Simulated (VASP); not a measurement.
Runs of VASP 6.6.1 on SiC5. The structure is that of space group P3m1 (No. 156), or close to it. The cells are those of the table. 

| task | cell | k mesh | cutoff (eV) | smearing | gap on the mesh (eV) | pressure (GPa) | relaxed volume (Å³/atom) | largest force (eV/Å) |
| --- | --- | --- | --- | --- | --- | --- | --- | --- |
| relaxation of cell and atoms | relaxed from a = 3.128, b = 3.128, c = 8.028 Å, angles 90.0, 90.0, 120.0°, 6 atoms | 6 × 6 × 2 | 600 | gaussian 0.2 eV | (b) | -0.3 | 7.31 | 0.04 |
| single point | a = 2.731, b = 2.731, c = 6.779 Å, angles 90.0, 90.0, 120.0°, 6 atoms | 12 × 12 × 4 | 520 | gaussian 0.02 eV | (a) | 0.1 | - | 0.05 |
| relaxation of cell and atoms | relaxed from a = 2.733, b = 2.733, c = 6.779 Å, angles 90.0, 90.0, 120.0°, 6 atoms | 12 × 12 × 4 | 600 | gaussian 0.02 eV | 1.24 | 0.0 | 7.29 | 0.01 |
| single point | a = 2.733, b = 2.733, c = 6.779 Å, angles 90.0, 90.0, 120.0°, 6 atoms | 6 × 6 × 2 | 520 | gaussian 0.2 eV | 1.24 | -0.3 | - | 0.05 |

Alike in all rows: level PBE; potentials or basis VASP PAW PBE potentials, release 64 (Si, C); no spin polarisation.

Task: Estimate the missing entries.

Result: (a) 1.22; (b) 1.26.

Caveats: some runs use coarse meshes; the volume moved by over 15 % at a fixed basis, so the end points are rough (some runs); the relaxation stopped at a loose force limit of 0.08 eV/Å, so its end isn't a converged minimum (some runs).

A k mesh can miss the band edges.
